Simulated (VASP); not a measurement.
# ZnS (P6_3mc) in VASP: further runs

ZnS is run at these levels: PBE-based screened hybrid with 35 % exact exchange, PBE-based screened hybrid with 15 % exact exchange; tasks: single point.

All numbers are computed with VASP 6.6.1; they aren't measurements. Logs are shortened: lines on timing, memory, paths and dates and some standing lists are left out, and cuts for length are marked.

### 1 The cell of the first run

The structure is hexagonal, space group P6_3mc (No. 186). The conventional cell has a = 3.811 Å, b = 3.811 Å, c = 6.234 Å, α = 90.00°, β = 90.00°, γ = 120.00°. Within 3.1 Å of Zn (site symmetry 3m) lie 4 S at 2.31 to 2.40 Å. Within 3.1 Å of S (site symmetry 3m) lie 4 Zn at 2.31 to 2.40 Å.

### 2 Single point, PBE-based screened hybrid with 35 % exact exchange

Contents of POSCAR:

```
ZnS
1.0
    3.8110000000      0.0000000000      0.0000000000
   -1.9055000000      3.3004228138      0.0000000000
    0.0000000000      0.0000000000      6.2340000000
Zn S
2 2
Direct
    0.6666666667      0.3333333333      0.5000000000
    0.3333333333      0.6666666667      0.0000000000
    0.6666666667      0.3333333333      0.8850000000
    0.3333333333      0.6666666667      0.3850000000
```

Contents of INCAR.step1:

```
SYSTEM = ZnS
PREC = Accurate
ENCUT = 520
EDIFF = 1E-5
ISMEAR = -1
SIGMA = 0.05
LREAL = .False.
LASPH = .True.
NELM = 60
ALGO = Normal
ISIF = 2
LWAVE = .True.
LCHARG = .False.
NBANDS = 26
GGA = PE
```

Contents of INCAR.step2:

```
SYSTEM = ZnS
PREC = Accurate
ENCUT = 520
EDIFF = 1E-6
ISMEAR = -1
SIGMA = 0.05
LREAL = .False.
LASPH = .True.
NELM = 60
ALGO = Normal
ISIF = 2
LWAVE = .False.
LCHARG = .False.
GGA = PE
LHFCALC = .True.
AEXX = 0.35
HFSCREEN = 0.2078699
PRECFOCK = Normal
NBANDS = 26
ISTART = 1
```

Contents of KPOINTS:

```
regular mesh
0
Gamma
  5 5 3
  0 0 0
```

Potentials or basis: VASP PAW PBE potentials, release 64 (Zn, S).

The run is started by

```console
$ cat potpaw_PBE.64/Zn/POTCAR potpaw_PBE.64/S/POTCAR > POTCAR
$ cp INCAR.step1 INCAR
$ mpirun -np 1 vasp_std > vasp.out
$ cp INCAR.step2 INCAR
$ mpirun -np 1 vasp_std > vasp.out
```

OUTCAR:

```text
SYSTEM = ZnS
   PREC = Accurate
   ENCUT = 520
   EDIFF = 1E-6
   ISMEAR = -1
   LREAL = .False.
   LASPH = .True.
   NELM = 60
   ISIF = 2
   GGA = PE
   LHFCALC = .True.
   AEXX = 0.35
   HFSCREEN = 0.2078699
   PRECFOCK = Normal
   ISTART = 1

 ion  position               nearest neighbor table
   1  0.667  0.333  0.500-   4 2.31   4 2.31   4 2.31   3 2.40
   2  0.333  0.667  0.000-   3 2.31   3 2.31   3 2.31   4 2.40
   3  0.667  0.333  0.885-   2 2.31   2 2.31   2 2.31   1 2.40
   4  0.333  0.667  0.385-   1 2.31   1 2.31   1 2.31   2 2.40

  LATTYP: Found a hexagonal cell.
 ALAT       =     3.8110000000
 C/A-ratio  =     1.6357911309

  Lattice vectors:

 A1 = (   3.8110000000,   0.0000000000,   0.0000000000)
 A2 = (  -1.9055000000,   3.3004228138,   0.0000000000)
 A3 = (   0.0000000000,   0.0000000000,   6.2340000000)

Analysis of symmetry for initial positions (statically):
=====================================================================
 Subroutine PRICEL returns:
 Original cell was already a primitive cell.

 Routine SETGRP: Setting up the symmetry group for a
 hexagonal supercell.

 Subroutine GETGRP returns: Found 12 space group operations
 (whereof  6 operations were pure point group operations)
 out of a pool of 24 trial point group operations.

The static configuration has the point symmetry C_3v.
 The point group associated with its full space group is C_6v.

Analysis of symmetry for dynamics (positions and initial velocities):
=====================================================================
 Subroutine PRICEL returns:
 Original cell was already a primitive cell.

 Routine SETGRP: Setting up the symmetry group for a
 hexagonal supercell.

 Subroutine GETGRP returns: Found 12 space group operations
 (whereof  6 operations were pure point group operations)
 out of a pool of 24 trial point group operations.

The dynamic configuration has the point symmetry C_3v.
 The point group associated with its full space group is C_6v.

 Subroutine INISYM returns: Found 12 space group operations
 (whereof  6 operations are pure point group operations),
 and found     1 'primitive' translations

----------------------------------------------------------------------------------------

                                     Primitive cell

  volume of cell :      78.4107

  direct lattice vectors                    reciprocal lattice vectors
     3.811000000  0.000000000  0.000000000     0.262398321  0.151495741  0.000000000
    -1.905500000  3.300422814  0.000000000     0.000000000  0.302991482  0.000000000
     0.000000000  0.000000000  6.234000000     0.000000000  0.000000000  0.160410651

  length of vectors
     3.811000000  3.811000000  6.234000000     0.302991482  0.302991482  0.160410651

  position of ions in fractional coordinates (direct lattice)
     0.666666667  0.333333333  0.500000000
     0.333333333  0.666666667  0.000000000
     0.666666667  0.333333333  0.885000000
     0.333333333  0.666666667  0.385000000

  ion indices of the primitive-cell ions
   primitive index   ion index
                 1           1
                 2           2
                 3           3
                 4           4

----------------------------------------------------------------------------------------

 KPOINTS: regular mesh

Automatic generation of k-mesh.
 Grid dimensions read from file:
 generate k-points for:    5    5    3

 Generating k-lattice:

  Cartesian coordinates                     Fractional coordinates (reciprocal lattice)
     0.052479664  0.030299148  0.000000000     0.200000000  0.000000000  0.000000000
     0.000000000  0.060598296  0.000000000     0.000000000  0.200000000  0.000000000
     0.000000000  0.000000000  0.053470217     0.000000000  0.000000000  0.333333333

  Length of vectors
     0.060598296  0.060598296  0.053470217

  Shift w.r.t. Gamma in fractional coordinates (k-lattice)
     0.000000000  0.000000000  0.000000000

 Subroutine IBZKPT returns following result:
 ===========================================

 Found     10 irreducible k-points:

 Following reciprocal coordinates:
            Coordinates               Weight
  0.000000  0.000000  0.000000      1.000000
  0.200000  0.000000  0.000000      6.000000
  0.400000  0.000000  0.000000      6.000000
  0.200000  0.200000  0.000000      6.000000
  0.400000  0.200000  0.000000      6.000000
  0.000000  0.000000  0.333333      2.000000
  0.200000  0.000000  0.333333     12.000000
  0.400000  0.000000  0.333333     12.000000
  0.200000  0.200000  0.333333     12.000000
  0.400000  0.200000  0.333333     12.000000
   k-points           NKPTS =     10   k-points in BZ     NKDIM =     75   number of bands    NBANDS=     26
   number of dos      NEDOS =    301   number of ions     NIONS =      4
   total plane-waves  NPLWV =  37632
   dimension x,y,z NGX =    28 NGY =   28 NGZ =   48
   dimension x,y,z NGXF=    56 NGYF=   56 NGZF=   96
   ions per type =               2   2
   NGX,Y,Z   is equivalent  to a cutoff of  12.21, 12.21, 12.80 a.u.
   NGXF,Y,Z  is equivalent  to a cutoff of  24.43, 24.43, 25.60 a.u.
 SYSTEM =  ZnS
   PREC   = accura    normal or accurate (medium, high low for compatibility)
   ISTART =      1    job   : 0-new  1-cont  2-samecut
   ICHARG =      0    charge: 1-file 2-atom 10-const
   ISPIN  =      1    spin polarized calculation?
   LNONCOLLINEAR =      F non collinear calculations
   LSORBIT =      F    spin-orbit coupling
   LASPH  =      T    aspherical Exc in radial PAW
   ENCUT  =  520.0 eV  38.22 Ry    6.18 a.u.   7.09  7.09 11.59*2*pi/ulx,y,z
   NELM   =     60;   NELMIN=  2; NELMDL=  0     # of ELM steps
   EDIFF  = 0.1E-05   stopping-criterion for ELM
   LREAL  =      F    real-space projection
   EDIFFG = 0.1E-04   stopping-criterion for IOM
   NSW    =      0    number of steps for IOM
   IBRION =     -1    ionic relax: 0-MD 1-quasi-New 2-CG
   NFREE  =      0    steps in history (QN), initial steepest desc. (CG)
   ISIF   =      2    stress and relaxation
   ISYM   =      3    0-nonsym 1-usesym 2-fastsym
   POTIM  = 0.5000    time-step for ionic-motion
   TEBEG  =    0.0;   TEEND  =   0.0 temperature during run
   PSTRESS=    0.0 pullay stress
   NELECT =      36.0000    total number of electrons
   NUPDOWN=      -1.0000    fix difference up-down
   EMIN   =  10.00;   EMAX   =-10.00  energy-range for DOS
   EFERMI =   0.00;   METHOD = LEGACY
   ISMEAR =    -1;   SIGMA  =   0.05  broadening in eV -4-tet -1-fermi 0-gaus
   EFERMI_NEDOS =   21; number of points for ismear=-14 and -15
   IALGO  =     38    algorithm
   IMIX   =      1    mixing-type and parameters
     AMIX     =   0.40;   BMIX     =  1.00
     AMIX_MAG =   1.60;   BMIX_MAG =  1.00
  volume/ion in A,a.u.               =      19.60       132.29
  Fermi-wavevector in a.u.,A,eV,Ry     =   1.262943  2.386617 21.701647  1.595026
  Thomas-Fermi vector in A             =   2.396326
   LORBIT       =      0    0 simple, 1 ext, 2 COOP (PROOUT), +10 PAW based schemes
   GGA     = PE    functional components
   LHFCALC =     T    Hartree Fock is set to
   PRECFOCK=normal    Normal, Fast or Accurate (Low or Medium for compatibility)
   ENCUT4O =  -1.0   cutoff for four orbital integrals eV
   NKREDX  =     1    reduce k-point grid by
   NKREDY  =     1    reduce k-point grid by
   NKREDZ  =     1    reduce k-point grid by
   AEXX    =    0.3500 exact exchange contribution
   HFSCREEN=    0.2079 screening length (either q_TF or 0.3 A-1)
   HFSCREENC=   0.2079 screening length for correlation (either q_TF or 0.3 A-1)
   ENCUTFOCK=  -1.0 apply spherical cutoff to Coloumb kernel
   IVDW    =     0    specifies the selected vdW correction
   LEPSILON=     F    determine dielectric tensor
   LRPA    =     F    only Hartree local field effects (RPA)
 non-spin polarized calculation
  energy-cutoff  :      520.00
  volume of cell :       78.41
 maximum number of plane-waves:      2121
  NGX = 24; NGY = 24; NGZ = 36

 number of electron      35.9999977 magnetization

 Free energy of the ion-electron system (eV)
  ---------------------------------------------------
  ext. energy  EPLUGINS =         0.00000000
  ---------------------------------------------------
  free energy    TOTEN  =       -18.02926115 eV

  energy without entropy =      -18.02926115  energy(sigma->0) =      -18.02926115

 E-fermi :   2.2360     XC(G=0):  -7.3253

 val. band max:        1.1618899454   @ k =   0.0000   0.0000   0.0000
 cond. band min:       5.1197176545   @ k =   0.0000   0.0000   0.0000
 fundamental gap:      3.9578277091
 Fermi energy:         2.2359861463

 k-point     1 :       0.0000    0.0000    0.0000
  band No.  band energies     occupation
      1     -13.7044      2.00000
      2     -12.7006      2.00000
      3      -7.3526      2.00000
      4      -7.3526      2.00000
      5      -7.3058      2.00000
      6      -7.2901      2.00000
[... 18 lines left out ...]
     25      10.6686      0.00000
     26      12.4260      0.00000

 k-point     2 :       0.2000    0.0000    0.0000
  band No.  band energies     occupation
      1     -13.4166      2.00000
      2     -12.5489      2.00000
      3      -7.3216      2.00000
      4      -7.3010      2.00000
      5      -7.2608      2.00000
      6      -7.2256      2.00000
[... 18 lines left out ...]
     25      10.9969      0.00000
     26      11.9284      0.00000

 k-point     3 :       0.4000    0.0000    0.0000
  band No.  band energies     occupation
      1     -12.8271      2.00000
      2     -12.3531      2.00000
      3      -7.2681      2.00000
      4      -7.2366      2.00000
      5      -7.1091      2.00000
      6      -7.1049      2.00000
[... 18 lines left out ...]
     25      11.9083      0.00000
     26      13.9218      0.00000

 k-point     4 :       0.2000    0.2000    0.0000
  band No.  band energies     occupation
      1     -12.9654      2.00000
      2     -12.3773      2.00000
      3      -7.2687      2.00000
      4      -7.2324      2.00000
      5      -7.1540      2.00000
      6      -7.1368      2.00000
[... 18 lines left out ...]
     25      11.8454      0.00000
     26      12.0853      0.00000

 k-point     5 :       0.4000    0.2000    0.0000
  band No.  band energies     occupation
      1     -12.5720      2.00000
      2     -12.3559      2.00000
      3      -7.2657      2.00000
      4      -7.1840      2.00000
      5      -7.0881      2.00000
      6      -7.0619      2.00000
[... 18 lines left out ...]
     25      12.4275      0.00000
     26      13.4125      0.00000

 k-point     6 :       0.0000    0.0000    0.3333
  band No.  band energies     occupation
      1     -13.4794      2.00000
      2     -12.9801      2.00000
      3      -7.3412      2.00000
      4      -7.3412      2.00000
      5      -7.3099      2.00000
      6      -7.3099      2.00000
[... 18 lines left out ...]
     25      10.0729      0.00000
     26      10.9259      0.00000

 k-point     7 :       0.2000    0.0000    0.3333
  band No.  band energies     occupation
      1     -13.2159      2.00000
      2     -12.7827      2.00000
      3      -7.3033      2.00000
      4      -7.2840      2.00000
      5      -7.2703      2.00000
      6      -7.2444      2.00000
[... 18 lines left out ...]
     25      11.1324      0.00000
     26      11.2689      0.00000

 k-point     8 :       0.4000    0.0000    0.3333
  band No.  band energies     occupation
      1     -12.7042      2.00000
      2     -12.4659      2.00000
      3      -7.2628      2.00000
      4      -7.2042      2.00000
      5      -7.1902      2.00000
      6      -7.1397      2.00000
[... 18 lines left out ...]
     25      12.5903      0.00000
     26      13.1764      0.00000

 k-point     9 :       0.2000    0.2000    0.3333
  band No.  band energies     occupation
      1     -12.8189      2.00000
      2     -12.5236      2.00000
      3      -7.2392      2.00000
      4      -7.2250      2.00000
      5      -7.1725      2.00000
      6      -7.1714      2.00000
[... 18 lines left out ...]
     25      11.0019      0.00000
     26      12.4101      0.00000

 k-point    10 :       0.4000    0.2000    0.3333
  band No.  band energies     occupation
      1     -12.5065      2.00000
      2     -12.3976      2.00000
      3      -7.2238      2.00000
      4      -7.1876      2.00000
      5      -7.1498      2.00000
      6      -7.1168      2.00000
[... 18 lines left out ...]
     25      12.5785      0.00000
     26      13.0837      0.00000

------------------------ aborting loop because EDIFF is reached ----------------------------------------

  FORCE on cell =-STRESS in cart. coord.  units (eV):
  Direction    XX          YY          ZZ          XY          YZ          ZX
  --------------------------------------------------------------------------------------
  -------------------------------------------------------------------------------------
  Total        1.0935273      1.0935273     -0.0636209      0.0000000      0.0000000      0.0000000
  in kB       22.3442044     22.3442044     -1.2999747      0.0000000      0.0000000      0.0000000
  external PRESSURE =      14.4628113 kB  Pullay stress =       0.0000000 kB

 VOLUME and BASIS-vectors are now :
 -----------------------------------------------------------------------------
  energy-cutoff  :      520.00
  volume of cell :       78.41
      direct lattice vectors                 reciprocal lattice vectors
     3.811000000  0.000000000  0.000000000     0.262398321  0.151495741  0.000000000
    -1.905500000  3.300422814  0.000000000     0.000000000  0.302991482  0.000000000
     0.000000000  0.000000000  6.234000000     0.000000000  0.000000000  0.160410651

 POSITION                                       TOTAL-FORCE (eV/Angst)
 -----------------------------------------------------------------------------------
      1.90550      1.10014      3.11700        -0.000000      0.000000      0.331113
     -0.00000      2.20028      0.00000         0.000000     -0.000000      0.331113
      1.90550      1.10014      5.51709         0.000000     -0.000000     -0.331113
     -0.00000      2.20028      2.40009         0.000000     -0.000000     -0.331113
 -----------------------------------------------------------------------------------
    total drift:                               -0.000000     -0.000001      0.000215

  FREE ENERGIE OF THE ION-ELECTRON SYSTEM (eV)
  ---------------------------------------------------
  free  energy   TOTEN  =       -18.0292611461 eV

  energy  without entropy=      -18.0292611461  energy(sigma->0) =      -18.02926115
```

Run time: 59 min. Hardware: 1 thread of Oxide Virtual Turin-like, shared host; peak memory 0.29 GiB.

What came out:

```yaml
Free_energy: -18.0293 eV
Pressure: 1.4 GPa
Largest_force: 0.331 eV/Å
Band_gap_on_the_k_mesh: 3.96 eV
```

Forces in eV/Å, atoms in the order of the input:
```
Zn   0.000  0.000  0.331
Zn   0.000  0.000  0.331
S    0.000  0.000 -0.331
S    0.000  0.000 -0.331
```

Caveat: the PAW data sets were made with another functional, which shifts forces and pressure a little.

### 3 Single point, PBE-based screened hybrid with 15 % exact exchange

POSCAR is that of step 2.

Contents of INCAR.step1:

```
  PREC = Accurate
  ENCUT = 520
  EDIFF = 1E-5
  ISMEAR = -1
  SIGMA = 0.05
  LREAL = F
  LASPH = T
  NELM = 60
  ALGO = Normal
  ISIF = 2
  LWAVE = T
  GGA = PE
  NBANDS = 26
```

Contents of INCAR.step2:

```
  PREC = Accurate
  ENCUT = 520
  EDIFF = 1E-6
  ISMEAR = -1
  SIGMA = 0.05
  LREAL = F
  LASPH = T
  NELM = 60
  ALGO = Normal
  ISIF = 2
  LWAVE = F
  LCHARG = T
  GGA = PE
  LHFCALC = T
  AEXX = 0.15
  HFSCREEN = 0.2078699
  PRECFOCK = Normal
  LELF = T
  LVHAR = T
  ISTART = 1
  NBANDS = 26
```

Contents of KPOINTS:

```
Automatic mesh
0
Gamma
  5 5 3
```

Potentials or basis: VASP PAW PBE potentials, release 64 (Zn, S).

The run is started by

```console
$ cat potpaw_PBE.64/Zn/POTCAR potpaw_PBE.64/S/POTCAR > POTCAR
$ cp INCAR.step1 INCAR
$ mpirun -np 1 vasp_std > vasp.out
$ cp INCAR.step2 INCAR
$ mpirun -np 1 vasp_std > vasp.out
```

It took 82 min on 1 thread of Oxide Virtual Turin-like, shared host; peak memory 0.29 GiB.

The run converged. Its results:

```yaml
Free_energy: -15.4364 eV
Pressure: 2.0 GPa
Largest_force: 0.329 eV/Å
Band_gap_on_the_k_mesh: 2.97 eV
```

Forces in eV/Å, atoms in the order of the input:
```
Zn   0.000  0.000  0.329
Zn   0.000  0.000  0.329
S    0.000  0.000 -0.329
S    0.000  0.000 -0.329
```

Stress tensor (GPa, compression positive):
```
2.75 0.00 0.00
0.00 2.75 0.00
0.00 0.00 0.51
```

Levels at points of the mesh, in eV from the valence-band top:
```
           k point  band 14  band 15  band 16  band 17  band 18  band 19  band 20  band 21  band 22  band 23
(0.00, 0.00, 0.00)    -0.91    -0.91    -0.02    -0.02     0.00     2.97     3.72     7.05     7.05     7.37
```

Caveat: the PAW data sets were made with another functional, which shifts forces and pressure a little.
